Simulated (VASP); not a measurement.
# NiO (Fm-3m) in VASP: notebook

Runs on NiO. Level: PBE. Tasks: single point.

Everything below comes from runs of VASP 6.6.1. Logs are shortened: lines on timing, memory, paths and dates and some standing lists are left out, and cuts for length are marked.

**1. The cell of the first run**

It takes space group Fm-3m (No. 225, cubic). Conventional cell: a = 4.183 Å, b = 4.183 Å, c = 4.183 Å, α = 90.00°, β = 90.00°, γ = 90.00°. Ni (site symmetry m-3m) has 6 O at 2.09 Å within 2.8 Å. O (site symmetry m-3m) has 6 Ni at 2.09 Å within 2.8 Å.

**2. Single point, PBE, collinear spin, ferromagnetic start**

The input, INCAR:

```
ALGO = Normal ; EDIFF = 1E-6
ENCUT = 520 ; GGA = PE
ISIF = 2 ; ISMEAR = -1
ISPIN = 2 ; LASPH = T
LCHARG = T ; LELF = T
LMAXMIX = 4 ; LORBIT = 11
LREAL = F ; LVHAR = T
LWAVE = F ; MAGMOM = 2.5 0
NBANDS = 19 ; NELM = 150
PREC = Accurate ; SIGMA = 0.05
```

The input, KPOINTS:

```
k-points
0
Gamma
  11 11 11
```

The input, POSCAR:

```
NiO
1.0
    0.0000000000      2.0913095100      2.0913095100
    2.0913095100      0.0000000000      2.0913095100
    2.0913095100      2.0913095100      0.0000000000
Ni O
1 1
Direct
    0.0000000000      0.0000000000      0.0000000000
    0.5000000000      0.5000000000      0.5000000000
```

Potentials or basis: VASP PAW PBE potentials, release 64 (Ni, O).

On the command line:

```bash
$ cat potpaw_PBE.64/Ni/POTCAR potpaw_PBE.64/O/POTCAR > POTCAR
$ mpirun -np 1 vasp_std > vasp.out
```

OUTCAR:

```text
EDIFF = 1E-6
   ENCUT = 520
   GGA = PE
   ISIF = 2
   ISMEAR = -1
   ISPIN = 2
   LASPH = T
   LORBIT = 11
   LREAL = F
   NELM = 150
   PREC = Accurate

 ion  position               nearest neighbor table
   1  0.000  0.000  0.000-   2 2.09   2 2.09   2 2.09   2 2.09   2 2.09   2 2.09
   2  0.500  0.500  0.500-   1 2.09   1 2.09   1 2.09   1 2.09   1 2.09   1 2.09

  LATTYP: Found a face centered cubic cell.
 ALAT       =     4.1826190200

  Lattice vectors:

 A1 = (   0.0000000000,   2.0913095100,   2.0913095100)
 A2 = (   2.0913095100,   0.0000000000,   2.0913095100)
 A3 = (   2.0913095100,   2.0913095100,   0.0000000000)

Analysis of symmetry for initial positions (statically):
=====================================================================
 Subroutine PRICEL returns:
 Original cell was already a primitive cell.

 Routine SETGRP: Setting up the symmetry group for a
 face centered cubic supercell.

 Subroutine GETGRP returns: Found 48 space group operations
 (whereof 48 operations were pure point group operations)
 out of a pool of 48 trial point group operations.

The static configuration has the point symmetry O_h .

Analysis of symmetry for dynamics (positions and initial velocities):
=====================================================================
 Subroutine PRICEL returns:
 Original cell was already a primitive cell.

 Routine SETGRP: Setting up the symmetry group for a
 face centered cubic supercell.

 Subroutine GETGRP returns: Found 48 space group operations
 (whereof 48 operations were pure point group operations)
 out of a pool of 48 trial point group operations.

The dynamic configuration has the point symmetry O_h .

Analysis of structural, dynamic, and magnetic symmetry:
=====================================================================
 Subroutine PRICEL returns:
 Original cell was already a primitive cell.

 Routine SETGRP: Setting up the symmetry group for a
 face centered cubic supercell.

 Subroutine GETGRP returns: Found 48 space group operations
 (whereof 48 operations were pure point group operations)
 out of a pool of 48 trial point group operations.

The overall configuration has the point symmetry O_h .

 Subroutine INISYM returns: Found 48 space group operations
 (whereof 48 operations are pure point group operations),
 and found     1 'primitive' translations

----------------------------------------------------------------------------------------

                                     Primitive cell

[... 106 lines left out ...]
   EFERMI_NEDOS =   21; number of points for ismear=-14 and -15
   IALGO  =     38    algorithm
   IMIX   =      4    mixing-type and parameters
     AMIX     =   0.40;   BMIX     =  1.00
     AMIX_MAG =   1.60;   BMIX_MAG =  1.00
  volume/ion in A,a.u.               =       9.15        61.72
  Fermi-wavevector in a.u.,A,eV,Ry     =   1.565621  2.958594 33.350161  2.451168
  Thomas-Fermi vector in A             =   2.668070
   LORBIT       =     11    0 simple, 1 ext, 2 COOP (PROOUT), +10 PAW based schemes
   GGA     = PE    functional components
   LHFCALC =     F    Hartree Fock is set to
   AEXX    =    0.0000 exact exchange contribution
   IVDW    =     0    specifies the selected vdW correction
   LEPSILON=     F    determine dielectric tensor
   LRPA    =     F    only Hartree local field effects (RPA)
 spin polarized calculation
  energy-cutoff  :      520.00
  volume of cell :       18.29
 maximum number of plane-waves:       531
 NGX is ok and might be reduce to    24
   NGX = 11   NGY = 11   NGZ = 11

 number of electron      16.0000005 magnetization       1.7022912

 Free energy of the ion-electron system (eV)
  ---------------------------------------------------
  ext. energy  EPLUGINS =         0.00000000
  ---------------------------------------------------
  free energy    TOTEN  =       -11.47775892 eV

  energy without entropy =      -11.46640897  energy(sigma->0) =      -11.47208394

 E-fermi :   7.8271     XC(G=0): -12.6544

 val. band max:        7.8026107209   @ k =  -0.4545   0.1818   0.0909
 cond. band min:       7.8278924829   @ k =   0.4545   0.3636   0.0000
 fundamental gap:      0.0252817620
 Fermi energy:         7.8271026154

 spin component 1

 k-point     1 :       0.0000    0.0000    0.0000
  band No.  band energies     occupation
      1     -12.4976      1.00000
      2       4.7465      1.00000
      3       4.7466      1.00000
      4       4.8515      1.00000
      5       4.8515      1.00000
      6       4.8515      1.00000
[... 517 lines left out ...]
     18      38.6717      0.00000
     19      39.9242      0.00000

 [... further k-points ...]

 spin component 2

 k-point     1 :       0.0000    0.0000    0.0000
  band No.  band energies     occupation
      1     -12.0784      1.00000
      2       5.3363      1.00000
      3       5.3363      1.00000
      4       5.3363      1.00000
      5       6.0045      1.00000
      6       6.0047      1.00000
[... 517 lines left out ...]
     18      39.0718      0.00000
     19      40.0125      0.00000

 [... further k-points ...]
[... 5 lines left out ...]
  --------------------------------------------------------------------------------------
  -------------------------------------------------------------------------------------
  Total        0.4492080      0.4492080      0.4492080      0.0000000      0.0000000      0.0000000
  in kB       39.3435147     39.3435147     39.3435147      0.0000000      0.0000000      0.0000000
  external PRESSURE =      39.3435147 kB  Pullay stress =       0.0000000 kB

 VOLUME and BASIS-vectors are now :
 -----------------------------------------------------------------------------
  energy-cutoff  :      520.00
  volume of cell :       18.29
      direct lattice vectors                 reciprocal lattice vectors
     0.000000000  2.091309510  2.091309510    -0.239084649  0.239084649  0.239084649
     2.091309510  0.000000000  2.091309510     0.239084649 -0.239084649  0.239084649
     2.091309510  2.091309510  0.000000000     0.239084649  0.239084649 -0.239084649

 POSITION                                       TOTAL-FORCE (eV/Angst)
 -----------------------------------------------------------------------------------
      0.00000      0.00000      0.00000         0.000000      0.000000     -0.000000
      2.09131      2.09131      2.09131        -0.000000      0.000000      0.000000
 -----------------------------------------------------------------------------------
    total drift:                                0.000000     -0.000000     -0.000000

  FREE ENERGIE OF THE ION-ELECTRON SYSTEM (eV)
  ---------------------------------------------------
  free  energy   TOTEN  =       -11.4777589203 eV

  energy  without entropy=      -11.4664089676  energy(sigma->0) =      -11.47208394

 total charge

# of ion       s       p       d       tot
------------------------------------------
    1        0.330   0.401   8.249   8.980
    2        1.557   3.419   0.000   4.976
--------------------------------------------------
tot          1.887   3.820   8.249  13.956

 magnetization (x)

# of ion       s       p       d       tot
------------------------------------------
    1        0.012   0.015   1.379   1.405
    2        0.028   0.228   0.000   0.256
--------------------------------------------------
tot          0.039   0.243   1.379   1.660
```

Run time: 70 s. Hardware: 1 thread of AMD EPYC 7R13, shared host; peak memory 0.14 GiB.

What came out:

```yaml
Free_energy: -11.4778 eV
Pressure: 3.9 GPa
Net_moment: 1.70 μB per cell
Site_moments: Ni +1.41; O +0.26 μB
Valence_electrons_inside_the_program's_atomic_spheres: Ni 8.98; O 4.98
```

Levels at points of the mesh, in eV from the Fermi level:
Spin up:
```
           k point  band 5  band 6  band 7  band 8  band 9  band 10  band 11  band 12  band 13  band 14
(0.00, 0.00, 0.00)   -2.98   -2.98   -2.61   -2.61   -2.61     1.52    17.85    18.90    18.90    18.90
```
Spin down:
```
           k point  band 3  band 4  band 5  band 6  band 7  band 8  band 9  band 10  band 11  band 12
(0.00, 0.00, 0.00)   -2.49   -2.49   -1.82   -1.82   -1.82   -0.61   -0.61     1.86    17.79    19.11
```

Caveat: a cell with one magnetic atom can't hold antiferromagnetic order, which such compounds often take; semilocal functionals often make such compounds metallic where correlation or magnetic order opens a gap, which also shifts bond lengths. With open d or f shells a metallic result of PBE can be an artefact of self-interaction; +U or a hybrid may open a gap.

**3. Single point, PBE, collinear spin, ferromagnetic start (volume scaled by 0.94)**

The input, INCAR:

```
SYSTEM = NiO
ALGO = Normal ; EDIFF = 1E-6
ENCUT = 520 ; GGA = PE
ISIF = 2 ; ISMEAR = -1
ISPIN = 2 ; LASPH = .True.
LCHARG = .False. ; LMAXMIX = 4
LORBIT = 11 ; LREAL = .False.
LWAVE = .False. ; MAGMOM = 2 0
NBANDS = 19 ; NELM = 150
PREC = Accurate ; SIGMA = 0.05
```

The input, KPOINTS:

```
k-points
0
Gamma
  11 11 11
  0 0 0
```

The input, POSCAR:

```
NiO
1.0
    0.0000000000      2.0486177450      2.0486177450
    2.0486177450      0.0000000000      2.0486177450
    2.0486177450      2.0486177450      0.0000000000
Ni O
1 1
Direct
    0.0000000000      0.0000000000      0.0000000000
    0.5000000000      0.5000000000      0.5000000000
```

Potentials or basis: VASP PAW PBE potentials, release 64 (Ni, O).

On the command line:

```bash
$ cat potpaw_PBE.64/Ni/POTCAR potpaw_PBE.64/O/POTCAR > POTCAR
$ mpirun -np 1 vasp_std > vasp.out
```

Run time: 21 s. Hardware: 1 thread of Intel Xeon Platinum 8559C (Emerald Rapids), shared host; peak memory 0.16 GiB.

The run converged. Its results:

```
Free energy                                           : -11.4104 eV
Pressure                                              : 16.6 GPa
Net moment                                            : 1.48 μB per cell
Site moments                                          : Ni +1.24; O +0.21 μB
Valence electrons inside the program's atomic spheres : Ni 9.11; O 5.00
```

Levels at points of the mesh, in eV from the Fermi level:
Spin up:
| k point | band 5 | band 6 | band 7 | band 8 | band 9 | band 10 | band 11 | band 12 | band 13 | band 14 |
| --- | --- | --- | --- | --- | --- | --- | --- | --- | --- | --- |
| (0.00, 0.00, 0.00) | -3.08 | -3.08 | -2.76 | -2.76 | -2.76 | 1.77 | 17.93 | 19.29 | 19.29 | 19.29 |
Spin down:
```
           k point  band 4  band 5  band 6  band 7  band 8  band 9  band 10  band 11
(0.00, 0.00, 0.00)   -2.97   -2.06   -2.06   -2.06   -0.92   -0.92     2.07    17.88
```

Caveat: a cell with one magnetic atom can't hold antiferromagnetic order, which such compounds often take; semilocal functionals often make such compounds metallic where correlation or magnetic order opens a gap, which also shifts bond lengths.

**4. Single point, PBE, collinear spin, ferromagnetic start (volume scaled by 0.96)**

The input, INCAR:

```
ALGO = Normal
EDIFF = 1E-6
ENCUT = 520
GGA = PE
ISIF = 2
ISMEAR = -1
ISPIN = 2
LASPH = True
LCHARG = False
LMAXMIX = 4
LORBIT = 11
LREAL = False
LWAVE = False
MAGMOM = 2 0
NBANDS = 19
NELM = 150
PREC = Accurate
SIGMA = 0.05
```

The input, KPOINTS:

```
k-points
0
Gamma
  11 11 11
```

The input, POSCAR:

```
NiO
1.0
    0.0000000000      2.0630451059      2.0630451059
    2.0630451059      0.0000000000      2.0630451059
    2.0630451059      2.0630451059      0.0000000000
Ni O
1 1
Direct
    0.0000000000      0.0000000000      0.0000000000
    0.5000000000      0.5000000000      0.5000000000
```

Potentials or basis: VASP PAW PBE potentials, release 64 (Ni, O).

On the command line:

```bash
$ cat potpaw_PBE.64/Ni/POTCAR potpaw_PBE.64/O/POTCAR > POTCAR
$ mpirun -np 1 vasp_std > vasp.out
```

OUTCAR:

```text
EDIFF = 1E-6
   ENCUT = 520
   GGA = PE
   ISIF = 2
   ISMEAR = -1
   ISPIN = 2
   LASPH = True
   LORBIT = 11
   LREAL = False
   NELM = 150
   PREC = Accurate

 ion  position               nearest neighbor table
   1  0.000  0.000  0.000-   2 2.06   2 2.06   2 2.06   2 2.06   2 2.06   2 2.06
   2  0.500  0.500  0.500-   1 2.06   1 2.06   1 2.06   1 2.06   1 2.06   1 2.06

  LATTYP: Found a face centered cubic cell.
 ALAT       =     4.1260902118

  Lattice vectors:

 A1 = (   0.0000000000,   2.0630451059,   2.0630451059)
 A2 = (   2.0630451059,   0.0000000000,   2.0630451059)
[... 1270 lines left out ...]

 VOLUME and BASIS-vectors are now :
 -----------------------------------------------------------------------------
  energy-cutoff  :      520.00
  volume of cell :       17.56
      direct lattice vectors                 reciprocal lattice vectors
     0.000000000  2.063045106  2.063045106    -0.242360188  0.242360188  0.242360188
     2.063045106  0.000000000  2.063045106     0.242360188 -0.242360188  0.242360188
     2.063045106  2.063045106  0.000000000     0.242360188  0.242360188 -0.242360188

 POSITION                                       TOTAL-FORCE (eV/Angst)
 -----------------------------------------------------------------------------------
      0.00000      0.00000      0.00000         0.000000      0.000000      0.000000
      2.06305      2.06305      2.06305         0.000000     -0.000000      0.000000
 -----------------------------------------------------------------------------------
    total drift:                                0.000000     -0.000000     -0.000000

  FREE ENERGIE OF THE ION-ELECTRON SYSTEM (eV)
  ---------------------------------------------------
  free  energy   TOTEN  =       -11.4426762973 eV

  energy  without entropy=      -11.4310188382  energy(sigma->0) =      -11.43684757

 total charge

# of ion       s       p       d       tot
------------------------------------------
    1        0.343   0.432   8.292   9.066
    2        1.558   3.434   0.000   4.992
--------------------------------------------------
tot          1.901   3.865   8.292  14.058

 magnetization (x)

# of ion       s       p       d       tot
------------------------------------------
    1        0.012   0.015   1.264   1.290
    2        0.028   0.197   0.000   0.225
--------------------------------------------------
tot          0.039   0.213   1.264   1.516
```

stdout:

```text
POSCAR found type information on POSCAR NiO
 POSCAR found :  2 types and       2 ions
 scaLAPACK will be used
 LDA part: xc-table for (Slater+PW92), standard interpolation
 POSCAR, INCAR and KPOINTS ok, starting setup
 FFT: planning ... GRIDC
 FFT: planning ... GRID_SOFT
 FFT: planning ... GRID
 WAVECAR not read
 entering main loop
```

It took 22 s on 1 thread of Intel Xeon Platinum 8559C (Emerald Rapids), shared host; peak memory 0.16 GiB.

What came out:

```
Free energy                                           : -11.4427 eV
Pressure                                              : 11.5 GPa
Net moment                                            : 1.55 μB per cell
Site moments                                          : Ni +1.29; O +0.23 μB
Valence electrons inside the program's atomic spheres : Ni 9.07; O 4.99
```

Caveat: a cell with one magnetic atom can't hold antiferromagnetic order, which such compounds often take; semilocal functionals often make such compounds metallic where correlation or magnetic order opens a gap, which also shifts bond lengths.

**5. Overview**

| cell | gap on the mesh (eV) | pressure (GPa) | moment (μB) |
| --- | --- | --- | --- |
| a = 2.958 Å, angles 60.0°, 2 atoms | none | 3.9 | 1.70 |
| a = 2.897 Å, angles 60.0°, 2 atoms | none | 16.6 | 1.48 |
| a = 2.918 Å, angles 60.0°, 2 atoms | none | 11.5 | 1.55 |

Alike in all rows: task single point; level PBE; potentials or basis VASP PAW PBE potentials, release 64 (Ni, O); spin collinear, ferromagnetic start; k mesh 11 × 11 × 11; cutoff (eV) 520; smearing fermi-dirac 0.05 eV.

Caveats: a cell with one magnetic atom can't hold antiferromagnetic order, which such compounds often take; semilocal functionals often make such compounds metallic where correlation or magnetic order opens a gap, which also shifts bond lengths.

Total energies depend on the potentials used, so only differences within one code and one set of settings carry meaning.
